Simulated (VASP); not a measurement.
Write the native input for VASP 6.6.1 that does the following.

* Task: single point
* Functional: PBE
* Potentials or basis: VASP PAW PBE potentials, release 64 (Sn_d, O)
* Cutoff: 520 eV
* k mesh: 8 × 8 × 12
* Occupations: gaussian, width 0.05 eV
* Spin: no spin polarisation
* Dipole correction: no
* Further INCAR settings: ALGO = Normal; EDIFF = 1e-06; NBANDS = 35

The structure of SnO2 lies in POSCAR:

```
SnO2
1.0
    4.7380000000      0.0000000000      0.0000000000
    0.0000000000      4.7380000000      0.0000000000
    0.0000000000      0.0000000000      3.1865000000
Sn O
2 4
Direct
    0.0000000000      0.0000000000      0.0000000000
    0.5000000000      0.5000000000      0.5000000000
    0.3071000000      0.3071000000      0.0000000000
    0.1929000000      0.8071000000      0.5000000000
    0.6929000000      0.6929000000      0.0000000000
    0.8071000000      0.1929000000      0.5000000000
```

One way to write it, as run:

INCAR

```
SYSTEM = SnO2
PREC     = Accurate       ! precision mode
ENCUT    = 520            ! plane-wave cutoff, eV
EDIFF    = 1E-6           ! SCF threshold, eV
ISMEAR   = 0              ! smearing method
SIGMA    = 0.05           ! smearing width, eV
LREAL    = .False.        ! projectors in reciprocal space
LASPH    = .True.         ! aspherical terms in the spheres
NELM     = 100            ! most SCF steps
ALGO     = Normal         ! electronic algorithm
ISIF     = 2              ! what is computed and relaxed
LWAVE    = .False.        ! write WAVECAR
LCHARG   = .True.         ! write CHGCAR
GGA      = PE             ! functional
LELF     = .True.         ! ELF
LVHAR    = .True.       
NBANDS   = 35             ! bands
```

KPOINTS

```
regular mesh
0
Gamma
  8 8 12
  0 0 0
```

Potentials or basis: VASP PAW PBE potentials, release 64 (Sn_d, O).

Command:

```console
$ cat potpaw_PBE.64/Sn_d/POTCAR potpaw_PBE.64/O/POTCAR > POTCAR
$ mpirun -np 1 vasp_std > vasp.out
```

It gave:

The pressure is 11.8 GPa and the largest force is 0.294 eV/Å. The band gap on the k mesh is 1.27 eV.

Caveat: the cell stands under pressure; spin-orbit coupling is left out, which moves the levels of the heavy elements.

Wall time 6.1 min on 1 thread of AMD EPYC 7R43 64-Core Processor (Zen 3) (shared host), peak memory 0.28 GiB.
